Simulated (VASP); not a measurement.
# Si3Mo (Pm-3m) in VASP: further runs

The runs below take Si3Mo through single point, relaxation of cell and atoms, with PBE.

Everything below comes from runs of VASP 6.6.1. Logs are shortened: lines on timing, memory, paths and dates and some standing lists are left out, and cuts for length are marked.

### 1 The cell of the first run

It takes space group Pm-3m (No. 221, cubic). The conventional cell has a = 3.828 Å, b = 3.828 Å, c = 3.828 Å, α = 90.00°, β = 90.00°, γ = 90.00°. Si (site symmetry 4/mmm) has 8 Si at 2.71 Å and 4 Mo at 2.71 Å within 3.6 Å. Within 3.6 Å of Mo (site symmetry m-3m) lie 12 Si at 2.71 Å.

### 2 Single point, PBE

INCAR reads:

```
PREC = Accurate
ENCUT = 520
EDIFF = 1E-6
ISMEAR = 0
SIGMA = 0.1
LREAL = F
LASPH = T
NELM = 100
ALGO = Normal
ISIF = 2
LWAVE = F
LCHARG = T
GGA = PE
LELF = T
LVHAR = T
NBANDS = 21
```

KPOINTS reads:

```
Automatic mesh
0
Gamma
  4 4 4
```

POSCAR reads:

```
Si3Mo
1.0
    3.8275603297      0.0000000000      0.0000000000
    0.0000000000      3.8275603297      0.0000000000
    0.0000000000      0.0000000000      3.8275603297
Si Mo
3 1
Direct
    0.0000000000      0.5000000000      0.5000000000
    0.5000000000      0.0000000000      0.5000000000
    0.5000000000      0.5000000000      0.0000000000
    0.0000000000      0.0000000000      0.0000000000
```

Potentials or basis: VASP PAW PBE potentials, release 64 (Si, Mo_sv).

Started as:

```console
$ cat potpaw_PBE.64/Si/POTCAR potpaw_PBE.64/Mo_sv/POTCAR > POTCAR
$ mpirun -np 1 vasp_std > vasp.out
```

OUTCAR:

```text
PREC = Accurate
   ENCUT = 520
   EDIFF = 1E-6
   ISMEAR = 0
   LREAL = F
   LASPH = T
   NELM = 100
   ISIF = 2
   GGA = PE

 ion  position               nearest neighbor table
   1  0.000  0.500  0.500-   2 2.71   3 2.71   4 2.71   3 2.71   4 2.71   2 2.71   4 2.71   4 2.71
                             2 2.71   3 2.71   3 2.71   2 2.71
   2  0.500  0.000  0.500-   1 2.71   3 2.71   4 2.71   3 2.71   4 2.71   1 2.71   3 2.71   3 2.71
                             1 2.71   4 2.71   4 2.71   1 2.71
   3  0.500  0.500  0.000-   1 2.71   2 2.71   4 2.71   1 2.71   2 2.71   2 2.71   4 2.71   2 2.71
                             1 2.71   4 2.71   1 2.71   4 2.71
   4  0.000  0.000  0.000-   1 2.71   2 2.71   3 2.71   1 2.71   2 2.71   1 2.71   3 2.71   1 2.71
                             2 2.71   3 2.71   2 2.71   3 2.71

  LATTYP: Found a simple cubic cell.
 ALAT       =     3.8275603297

  Lattice vectors:

 A1 = (   3.8275603297,   0.0000000000,   0.0000000000)
 A2 = (   0.0000000000,   3.8275603297,   0.0000000000)
 A3 = (   0.0000000000,   0.0000000000,   3.8275603297)

Analysis of symmetry for initial positions (statically):
=====================================================================
 Subroutine PRICEL returns:
 Original cell was already a primitive cell.

 Routine SETGRP: Setting up the symmetry group for a
 simple cubic supercell.

 Subroutine GETGRP returns: Found 48 space group operations
 (whereof 48 operations were pure point group operations)
 out of a pool of 48 trial point group operations.

The static configuration has the point symmetry O_h .

Analysis of symmetry for dynamics (positions and initial velocities):
=====================================================================
 Subroutine PRICEL returns:
 Original cell was already a primitive cell.

 Routine SETGRP: Setting up the symmetry group for a
 simple cubic supercell.

 Subroutine GETGRP returns: Found 48 space group operations
 (whereof 48 operations were pure point group operations)
 out of a pool of 48 trial point group operations.

The dynamic configuration has the point symmetry O_h .

 Subroutine INISYM returns: Found 48 space group operations
 (whereof 48 operations are pure point group operations),
 and found     1 'primitive' translations

----------------------------------------------------------------------------------------

                                     Primitive cell

  volume of cell :      56.0746

[... 69 lines left out ...]
   ISTART =      0    job   : 0-new  1-cont  2-samecut
   ICHARG =      2    charge: 1-file 2-atom 10-const
   ISPIN  =      1    spin polarized calculation?
   LNONCOLLINEAR =      F non collinear calculations
   LSORBIT =      F    spin-orbit coupling
   LASPH  =      T    aspherical Exc in radial PAW
   ENCUT  =  520.0 eV  38.22 Ry    6.18 a.u.   7.12  7.12  7.12*2*pi/ulx,y,z
   NELM   =    100;   NELMIN=  2; NELMDL= -5     # of ELM steps
   EDIFF  = 0.1E-05   stopping-criterion for ELM
   LREAL  =      F    real-space projection
[... 7 lines left out ...]
   TEBEG  =    0.0;   TEEND  =   0.0 temperature during run
   PSTRESS=    0.0 pullay stress
   NELECT =      26.0000    total number of electrons
   NUPDOWN=      -1.0000    fix difference up-down
   EMIN   =  10.00;   EMAX   =-10.00  energy-range for DOS
   EFERMI =   0.00;   METHOD = LEGACY
   ISMEAR =     0;   SIGMA  =   0.10  broadening in eV -4-tet -1-fermi 0-gaus
   EFERMI_NEDOS =   21; number of points for ismear=-14 and -15
   IALGO  =     38    algorithm
   IMIX   =      4    mixing-type and parameters
     AMIX     =   0.40;   BMIX     =  1.00
     AMIX_MAG =   1.60;   BMIX_MAG =  1.00
  volume/ion in A,a.u.               =      14.02        94.60
  Fermi-wavevector in a.u.,A,eV,Ry     =   1.267099  2.394470 21.844698  1.605540
  Thomas-Fermi vector in A             =   2.400265
   LORBIT       =      0    0 simple, 1 ext, 2 COOP (PROOUT), +10 PAW based schemes
   GGA     = PE    functional components
   LHFCALC =     F    Hartree Fock is set to
   AEXX    =    0.0000 exact exchange contribution
   IVDW    =     0    specifies the selected vdW correction
   LEPSILON=     F    determine dielectric tensor
   LRPA    =     F    only Hartree local field effects (RPA)
 non-spin polarized calculation
 Gauss-broadening in eV      SIGMA  =   0.10
  energy-cutoff  :      520.00
  volume of cell :       56.07
 maximum number of plane-waves:      1528
   NGX = 15   NGY = 15   NGZ = 15

 number of electron      25.9999993 magnetization

 Free energy of the ion-electron system (eV)
  ---------------------------------------------------
  ext. energy  EPLUGINS =         0.00000000
  ---------------------------------------------------
  free energy    TOTEN  =       -25.72773724 eV

  energy without entropy =      -25.71774750  energy(sigma->0) =      -25.72274237

 E-fermi :  11.7586     XC(G=0): -11.9946

 val. band max:       11.7476031146   @ k =   0.5000   0.5000   0.2500
 cond. band min:      11.8566330560   @ k =   0.5000   0.5000   0.5000
 fundamental gap:      0.1090299413
 Fermi energy:        11.7586373246

 k-point     1 :       0.0000    0.0000    0.0000
  band No.  band energies     occupation
      1     -49.1388      2.00000
      2     -23.3006      2.00000
      3     -23.3006      2.00000
      4     -23.3006      2.00000
      5      -2.2384      2.00000
      6       5.5616      2.00000
[... 229 lines left out ...]
     20      19.9333      0.00000
     21      20.2976      0.00000

------------------------ aborting loop because EDIFF is reached ----------------------------------------

  FORCE on cell =-STRESS in cart. coord.  units (eV):
  Direction    XX          YY          ZZ          XY          YZ          ZX
  --------------------------------------------------------------------------------------
  -------------------------------------------------------------------------------------
  Total       -0.0281156     -0.0281156     -0.0281156     -0.0000000     -0.0000000      0.0000000
  in kB       -0.8033245     -0.8033245     -0.8033245     -0.0000000     -0.0000000      0.0000000
  external PRESSURE =      -0.8033245 kB  Pullay stress =       0.0000000 kB

 VOLUME and BASIS-vectors are now :
 -----------------------------------------------------------------------------
  energy-cutoff  :      520.00
  volume of cell :       56.07
      direct lattice vectors                 reciprocal lattice vectors
     3.827560330  0.000000000  0.000000000     0.261263028  0.000000000  0.000000000
     0.000000000  3.827560330  0.000000000     0.000000000  0.261263028  0.000000000
     0.000000000  0.000000000  3.827560330     0.000000000  0.000000000  0.261263028

 POSITION                                       TOTAL-FORCE (eV/Angst)
 -----------------------------------------------------------------------------------
      0.00000      1.91378      1.91378         0.000000      0.000000      0.000000
      1.91378      0.00000      1.91378         0.000000      0.000000      0.000000
      1.91378      1.91378      0.00000         0.000000      0.000000      0.000000
      0.00000      0.00000      0.00000         0.000000      0.000000      0.000000
 -----------------------------------------------------------------------------------
    total drift:                               -0.000000     -0.000000     -0.000000

  FREE ENERGIE OF THE ION-ELECTRON SYSTEM (eV)
  ---------------------------------------------------
  free  energy   TOTEN  =       -25.7277372388 eV

  energy  without entropy=      -25.7177475014  energy(sigma->0) =      -25.72274237
```

OSZICAR:

```text
N       E                     dE             d eps       ncg     rms          rms(c)
DAV:   1     0.129635514484E+03    0.12964E+03   -0.12733E+04   420   0.115E+03
DAV:   2    -0.223568060559E+02   -0.15199E+03   -0.14744E+03   507   0.278E+02
DAV:   3    -0.265782535125E+02   -0.42214E+01   -0.41515E+01   542   0.397E+01
DAV:   4    -0.266130361634E+02   -0.34783E-01   -0.34746E-01   490   0.400E+00
DAV:   5    -0.266134995861E+02   -0.46342E-03   -0.46338E-03   516   0.404E-01    0.185E+01
DAV:   6    -0.264267428446E+02    0.18676E+00   -0.87892E+00   440   0.163E+01    0.629E+00
DAV:   7    -0.257847254328E+02    0.64202E+00   -0.37064E+00   454   0.994E+00    0.550E+00
DAV:   8    -0.257312662651E+02    0.53459E-01   -0.17873E-01   475   0.266E+00    0.780E-01
DAV:   9    -0.257279640571E+02    0.33022E-02   -0.16554E-02   514   0.659E-01    0.293E-01
DAV:  10    -0.257277571360E+02    0.20692E-03   -0.14029E-03   470   0.254E-01    0.812E-02
DAV:  11    -0.257277372113E+02    0.19925E-04   -0.15962E-04   480   0.724E-02    0.521E-02
DAV:  12    -0.257277372388E+02   -0.27470E-07   -0.47782E-06   497   0.121E-02
   1 F= -.25727737E+02 E0= -.25722742E+02  d E =-.998974E-02
```

stdout:

```text
POSCAR found type information on POSCAR SiMo
 POSCAR found :  2 types and       4 ions
 scaLAPACK will be used
 LDA part: xc-table for (Slater+PW92), standard interpolation
 POSCAR, INCAR and KPOINTS ok, starting setup
 FFT: planning ... GRIDC
 FFT: planning ... GRID_SOFT
 FFT: planning ... GRID
 WAVECAR not read
 entering main loop
```

Wall time 6.6 s (1 thread of Intel Xeon Platinum 8559C (Emerald Rapids), shared host); peak memory 0.15 GiB.

Results:

```
Free energy            : -25.7277 eV
Pressure               : -0.1 GPa
Band gap on the k mesh : zero (band 13 reaches 12.16 eV, above the bottom of band 14 at 10.80 eV)
```

Levels at points of the mesh, in eV from the Fermi level:
| k point | band 11 | band 12 | band 13 | band 14 | band 15 | band 16 |
| --- | --- | --- | --- | --- | --- | --- |
| (0.00, 0.00, 0.00) | -1.49 | -1.49 | -1.49 | -0.10 | 2.10 | 2.10 |
| (0.50, 0.00, 0.00) | -1.16 | -1.16 | -1.14 | -0.46 | -0.39 | 1.90 |
| (0.50, 0.50, 0.00) | -1.38 | -1.31 | -0.22 | -0.11 | 1.10 | 1.10 |
| (0.50, 0.50, 0.50) | -5.37 | -0.26 | 0.10 | 0.10 | 1.97 | 1.97 |

Caveat: the k points lie up to 0.41 Å⁻¹ apart.

(Part 1 of 2 ends here.)
